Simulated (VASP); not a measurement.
Write the native input for VASP 6.6.1 that does the following.

| Item | Value |
| --- | --- |
| Task | single point |
| Functional | PBE |
| Dispersion | D3(BJ) |
| Potentials or basis | VASP PAW PBE potentials, release 64 (C, O, F) |
| Cutoff | 520 eV |
| k mesh | 6 × 6 × 4 |
| Occupations | gaussian, width 0.02 eV |
| Spin | no spin polarisation |
| Dipole correction | no |
| Further INCAR settings | LREAL = Auto; ALGO = Normal; EDIFF = 1e-07; NBANDS = 82 |

The structure of C3OF2 lies in POSCAR:

```
C3OF2
1.0
    6.5213000000      0.0000000000      0.0000000000
    0.0000000000      5.3508000000      0.0000000000
   -2.5629972917      0.0000000000      8.4379352239
C O F
12 4 8
Direct
    0.7175800000      0.9641600000      0.0931600000
    0.2824200000      0.4641600000      0.4068400000
    0.2824200000      0.0358400000      0.9068400000
    0.7175800000      0.5358400000      0.5931600000
    0.6713200000      0.1628600000      0.9969700000
    0.3286800000      0.6628600000      0.5030300000
    0.3286800000      0.8371400000      0.0030300000
    0.6713200000      0.3371400000      0.4969700000
    0.5493700000      0.7843700000      0.1022300000
    0.4506300000      0.2843700000      0.3977700000
    0.4506300000      0.2156300000      0.8977700000
    0.5493700000      0.7156300000      0.6022300000
    0.5909500000      0.5994900000      0.1854500000
    0.4090500000      0.0994900000      0.3145500000
    0.4090500000      0.4005100000      0.8145500000
    0.5909500000      0.9005100000      0.6854500000
    0.9139200000      0.9159200000      0.1829400000
    0.0860800000      0.4159200000      0.3170600000
    0.0860800000      0.0840800000      0.8170600000
    0.9139200000      0.5840800000      0.6829400000
    0.8182300000      0.3251400000      0.9839000000
    0.1817700000      0.8251400000      0.5161000000
    0.1817700000      0.6748600000      0.0161000000
    0.8182300000      0.1748600000      0.4839000000
```

The input as run:

INCAR

```
PREC = Accurate ; ENCUT = 520
EDIFF = 1E-7 ; ISMEAR = 0
SIGMA = 0.02 ; LREAL = Auto
LASPH = T ; NELM = 80
ALGO = Normal ; ISIF = 2
LWAVE = F ; LCHARG = F
GGA = PE ; IVDW = 12
NBANDS = 82 ; KPAR = 4
```

KPOINTS

```
Automatic mesh
0
Gamma
  6 6 4
```

Potentials or basis: VASP PAW PBE potentials, release 64 (C, O, F).

Command:

```bash
$ cat potpaw_PBE.64/C/POTCAR potpaw_PBE.64/O/POTCAR potpaw_PBE.64/F/POTCAR > POTCAR
$ mpirun -np 4 vasp_std > vasp.out
```

It gave:

```yaml
Pressure: 3.4 GPa
Largest_force: 1.251 eV/Å
Band_gap_on_the_k_mesh: 1.72 eV, indirect (least direct gap 1.73 eV)
Dispersion_energy_per_atom: -0.076 eV
```

Caveat: forces of over 1 eV/Å act on the atoms, so gaps and moduli don't describe the material at rest.

Wall time 17 min on 4 MPI ranks on AMD EPYC 7R43 64-Core Processor (Zen 3), with other jobs on the host, peak memory 0.86 GiB a rank.
